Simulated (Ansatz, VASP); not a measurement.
# Al7InSb8: VASP beside Ansatz

The input POSCAR:

```
Al7InSb8
1.0
   -3.0894375000     -6.1788750000     -3.0894375000
   -6.1788750000      3.0894375000      3.0894375000
    0.0000000000      6.1788750000     -6.1788750000
In Al Sb
1 7 8
Direct
    0.5000000000      0.2500000000      0.8750000000
    0.5000000000      0.2500000000      0.3750000000
    0.0000000000      0.0000000000      0.5000000000
    0.0000000000      0.0000000000      0.0000000000
    0.5000000000      0.7500000000      0.6250000000
    0.0000000000      0.5000000000      0.7500000000
    0.5000000000      0.7500000000      0.1250000000
    0.0000000000      0.5000000000      0.2500000000
    0.6250000000      0.4375000000      0.6562500000
    0.1250000000      0.1875000000      0.7812500000
    0.6250000000      0.4375000000      0.1562500000
    0.1250000000      0.1875000000      0.2812500000
    0.6250000000      0.9375000000      0.9062500000
    0.6250000000      0.9375000000      0.4062500000
    0.1250000000      0.6875000000      0.5312500000
    0.1250000000      0.6875000000      0.0312500000
```

The input INCAR.step1:

```
  PREC = Accurate
  ENCUT = 550
  ISMEAR = 0
  SIGMA = 0.1
  LREAL = False
  LASPH = True
  NELM = 120
  NBANDS = 51
  GGA = PE
  ALGO = Normal
  EDIFF = 1E-5
  LWAVE = True
  LCHARG = False
  GGA_COMPAT = False
```

INCAR.step2

```
  PREC = Accurate
  ENCUT = 550
  EDIFF = 1E-6
  ISMEAR = 0
  SIGMA = 0.1
  LREAL = False
  LASPH = True
  NELM = 120
  ALGO = Normal
  ISIF = 2
  LWAVE = False
  LCHARG = False
  METAGGA = R2SCAN
  LMIXTAU = True
  NBANDS = 51
  ISTART = 1
  GGA_COMPAT = False
```

KPOINTS

```
Automatic mesh
0
Gamma
  4 4 2
```

Input for Ansatz:

```yaml
crystal:
  lattice:
    - [-3.0894375, -6.178875, -3.0894375]
    - [-6.178875, 3.0894375, 3.0894375]
    - [0.0, 6.178875, -6.178875]
  atoms:
    - { symbol: In, position: [0.5, 0.25, 0.875] }
    - { symbol: Al, position: [0.5, 0.25, 0.375] }
    - { symbol: Al, position: [0.0, 0.0, 0.5] }
    - { symbol: Al, position: [0.0, 0.0, 0.0] }
    - { symbol: Al, position: [0.5, 0.75, 0.625] }
    - { symbol: Al, position: [0.0, 0.5, 0.75] }
    - { symbol: Al, position: [0.5, 0.75, 0.125] }
    - { symbol: Al, position: [0.0, 0.5, 0.25] }
    - { symbol: Sb, position: [0.625, 0.4375, 0.65625] }
    - { symbol: Sb, position: [0.125, 0.1875, 0.78125] }
    - { symbol: Sb, position: [0.625, 0.4375, 0.15625] }
    - { symbol: Sb, position: [0.125, 0.1875, 0.28125] }
    - { symbol: Sb, position: [0.625, 0.9375, 0.90625] }
    - { symbol: Sb, position: [0.625, 0.9375, 0.40625] }
    - { symbol: Sb, position: [0.125, 0.6875, 0.53125] }
    - { symbol: Sb, position: [0.125, 0.6875, 0.03125] }
basis:
  ecutwfc: 500
kpoints:
  mp_grid: { grid: [4, 4, 2] }
hamiltonian:
  xc: r2scan
  pseudopotentials: { kind: paw, azcp: { folder: soft_1 } }
scf:
  occupations: { method: gaussian, width: 0.1 }
output:
  forces: true
  stress: true
  eigenvalues: true
```

Alike in both runs: task single point; functional r2SCAN; k mesh 4 × 4 × 2; occupations gaussian, width 0.1 eV; no spin polarisation.

|  | VASP | Ansatz |
| --- | --- | --- |
| version | VASP 6.6.1 | Ansatz 0.2.0 |
| potentials or method | VASP PAW PBE potentials, release 64 (In_d, Al, Sb), cutoff 550 eV | scalar-relativistic, plane waves, PAW |
| valence electrons in the cell | 74 | 154 |

|  | VASP | Ansatz | Ansatz less VASP |
| --- | --- | --- | --- |
| gap on the k mesh at the Fermi level (eV) | 1.47 | 1.49 | +0.016 |
| least direct gap on the mesh (eV) | 1.61 | 1.62 | +0.012 |
| pressure (GPa) | 1.6 | 1.5 | -0.15 |
| traceless stress, the component that is largest in VASP (GPa) | -0.24 | -0.23 | +0.002 |
| rms of the force components (eV/Å) | 0.339 | 0.342 | +0.0028 |

VASP's potentials were made for PBE, not for r2SCAN. Atom by atom the forces differ by 0.003 eV/Å (rms over components). VASP's potentials hold 74 valence electrons a cell and Ansatz's 154, so a difference there can come from the potentials and not from the codes.

Neither program's run includes spin-orbit coupling.
